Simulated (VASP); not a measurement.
The system is ZnS.

```
CELL_PARAMETERS angstrom
0.00000 2.69410 2.69410
2.69410 0.00000 2.69410
2.69410 2.69410 0.00000
ATOMIC_POSITIONS crystal
Zn 0.25000 0.25000 0.25000
S 0.00000 0.00000 0.00000
```

Base run:

- Program: VASP 6.6.1
- Functional: PBEsol
- Potentials or basis: VASP PAW PBE potentials, release 64 (Zn, S)
- Cutoff: 520 eV
- k mesh: 5 × 5 × 5
- Occupations: gaussian, width 0.01 eV
- Spin: no spin polarisation

Its results: band gap on the k mesh 2.01 eV; pressure -1.1 GPa.

Q: The run is repeated on the same cell with these changes: functional from PBEsol to PBE-based global hybrid with 50 % exact exchange; k mesh from 5 × 5 × 5 to 4 × 4 × 4. What comes out?

A: Band gap on the k mesh 6.15 eV; pressure 0.5 GPa.

Several settings changed at once.

Caveats: some runs use coarse meshes; the PAW data sets were made with another functional, which shifts forces and pressure a little.

